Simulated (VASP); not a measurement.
**SnSe2: single point with PBE**

Crystal: SnSe2.

```
Sn Se
1.0
     3.74639    0.00000    0.00000
    -1.87320    3.24447    0.00000
     0.00000    0.00000    6.03198
Sn Se
1 2
Direct
  0.00000 0.00000 0.00000
  0.33333 0.66667 0.24900
  0.66667 0.33333 0.75100
```

* Program: VASP 6.6.1
* Task: single point
* Functional: PBE
* Potentials or basis: VASP PAW PBE potentials, release 64 (Sn_d, Se)
* Cutoff: 520 eV
* k mesh: 6 × 6 × 3
* Occupations: gaussian, width 0.01 eV
* Spin: no spin polarisation
* Dipole correction: no
* Further INCAR settings: ALGO = Normal; EDIFF = 1e-07; NBANDS = 20

```json
{
  "Pressure": "10.4 GPa",
  "Largest force": "1.335 eV/Å",
  "Band gap on the k mesh": "0.81 eV, indirect (least direct gap 1.33 eV)"
}
```

Forces on the atoms (eV/Å):
```
Sn   0.000  0.000  0.000
Se   0.000  0.000  1.335
Se   0.000  0.000 -1.335
```

Stress tensor (GPa, compression positive):
```
10.00  0.00  0.00
 0.00 10.00  0.00
 0.00  0.00 11.28
```

Levels at points of the mesh, in eV from the valence-band top:
```
           k point  band 9  band 10  band 11  band 12  band 13  band 14  band 15  band 16  band 17  band 18
(0.00, 0.00, 0.00)   -0.77    -0.77    -0.44    -0.44     0.00     1.33     2.95     4.72     4.72     8.17
(0.50, 0.00, 0.00)   -4.79    -3.13    -2.90    -1.33    -0.34     1.20     3.83     5.39     5.59     7.54
```

It took 48 s on 1 thread of Intel Xeon 6975P-C, on a shared host, peak memory 0.19 GiB.

Caveat: spin-orbit coupling is left out, which moves the levels of the heavy elements; this functional lacks dispersion, which binds the layers, so the pressure and a relaxed spacing across them are unreliable; forces of over 1 eV/Å act on the atoms, so gaps and moduli don't describe the material at rest. A k mesh can miss the band edges.
